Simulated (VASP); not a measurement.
Cr, 2 atoms in the cell. The structure is hexagonal, space group P6_3/mmc (No. 194). The conventional cell has a = 2.366 Å, b = 2.366 Å, c = 4.234 Å, α = 90.00°, β = 90.00°, γ = 120.00°. Cr (site symmetry -6m2) has 12 Cr at 2.37 to 2.52 Å within 3.1 Å. This isn't the form of Cr at room conditions, which is bcc.

```yaml
Program: VASP 6.6.1
Task: single point
Functional: LDA
Potentials_or_basis: VASP PAW LDA potentials, release 64 (Cr_pv)
Cutoff: 500 eV
k_mesh: 17 × 17 × 8
Occupations: fermi-dirac, width 0.05 eV
Spin: collinear spin, antiferromagnetic start
Starting_moments: "[1.5, -1.5] μB"
Dipole_correction: no
Further_INCAR_settings: ALGO = Normal; EDIFF = 1e-06; NBANDS = 23
```

Potentials or basis: VASP PAW LDA potentials, release 64 (Cr_pv).

The run is started by

```sh
$ cat potpaw_LDA.64/Cr_pv/POTCAR > POTCAR
$ mpirun -np 1 vasp_std > vasp.out
```

Hardware: 1 thread of Intel Xeon 8259CL, with other jobs on the host.

Problem. How long does it take, and how much memory?

Solution. It took 4 min on 1 thread of Intel Xeon 8259CL (shared host), peak memory 0.2 GiB. Counts: scf iterations 14, k points 165.
